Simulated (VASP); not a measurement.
Here is a VASP 6.6.1 calculation.

File INCAR:

```
SYSTEM = BaPtPbSe3
  PREC = Accurate
  ENCUT = 600
  EDIFF = 1E-6
  ISMEAR = 0
  SIGMA = 0.1
  LREAL = .FALSE.
  LASPH = .TRUE.
  NELM = 60
  ALGO = Normal
  ISIF = 3
  LWAVE = .FALSE.
  LCHARG = .FALSE.
  GGA = PE
  IBRION = 2
  NSW = 100
  EDIFFG = -0.01
```

File KPOINTS:

```
regular mesh
0
G
  6 6 4
  0 0 0
```

POSCAR

```
BaPtPbSe3
1.0
    4.9614190219      0.0000000000      0.0000000000
    0.0000000000      4.9614190219      0.0000000000
    0.0000000000      0.0000000000      7.2592907934
Ba Pt Pb Se
1 1 1 3
Direct
    0.0000000000      0.0000000000      0.2909296784
    0.5000000000      0.5000000000      0.8941760085
    0.0000000000      0.0000000000      0.7641285660
    0.5000000000      0.0000000000      0.9784836321
    0.0000000000      0.5000000000      0.9784836321
    0.5000000000      0.5000000000      0.5274540730
```

Potentials or basis: VASP PAW PBE potentials, release 64 (Ba_sv, Pt, Pb_d, Se).

Launch:

```console
$ cat potpaw_PBE.64/Ba_sv/POTCAR potpaw_PBE.64/Pt/POTCAR potpaw_PBE.64/Pb_d/POTCAR potpaw_PBE.64/Se/POTCAR > POTCAR
$ mpirun -np 1 vasp_std > vasp.out
```

Task: Predict the band gap on the k mesh.

Result: Zero (bands 26 and 27 overlap by 0.31 eV).

Task: Predict the relaxed volume.

Result: 28.84 Å³/atom.

Task: Estimate the relaxed cell.

Result: a = 4.749 Å, b = 4.749 Å, c = 7.671 Å, α = 90.00°, β = 90.00°, γ = 90.00°.

Final structure:
```xyz
6
Lattice="4.7494 0.0000 0.0000 0.0000 4.7494 0.0000 0.0000 0.0000 7.6712" Properties=species:S:1:pos:R:3 pbc="T T T"
Ba    0.0000    0.0000    2.3995
Pt    2.3747    2.3747    6.6095
Pb    0.0000    0.0000    5.8851
Se    2.3747    0.0000    7.6220
Se    0.0000    2.3747    7.6220
Se    2.3747    2.3747    3.8734
```

Caveat: spin-orbit coupling is left out, which moves the levels of the heavy elements.
